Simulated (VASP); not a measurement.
A run of VASP 6.6.1:

Contents of INCAR:

```
SYSTEM = BN
PREC = Accurate
ENCUT = 520
EDIFF = 1E-6
ISMEAR = 0
SIGMA = 0.02
LREAL = .False.
LASPH = .True.
NELM = 60
ALGO = Normal
ISIF = 2
LWAVE = .False.
LCHARG = .False.
GGA = PS
NBANDS = 16
```

KPOINTS

```
Automatic mesh
0
Gamma
  9 9 6
  0 0 0
```

Contents of POSCAR:

```
BN
1.0
    2.5423269624      0.0000000000      0.0000000000
   -1.2711634812      2.2017197341      0.0000000000
    0.0000000000      0.0000000000      4.1606277799
B N
2 2
Direct
    0.3333333333      0.6666666667     -0.0003399506
    0.6666666667      0.3333333333      0.4996600494
    0.3333333333      0.6666666667      0.3743399506
    0.6666666667      0.3333333333      0.8743399506
```

Potentials or basis: VASP PAW PBE potentials, release 64 (B, N).

The run is started by

```sh
$ cat potpaw_PBE.64/B/POTCAR potpaw_PBE.64/N/POTCAR > POTCAR
$ mpirun -np 1 vasp_std > vasp.out
```

Hardware: 1 thread of Intel(R) Xeon(R) 6975P-C (Granite Rapids) (shared host).

Problem. How long does it take, and how much memory?

Solution. It took 7.1 s on 1 thread of Intel(R) Xeon(R) 6975P-C (Granite Rapids) (shared host), peak memory 0.13 GiB. Counts: scf iterations 12, k points 48.
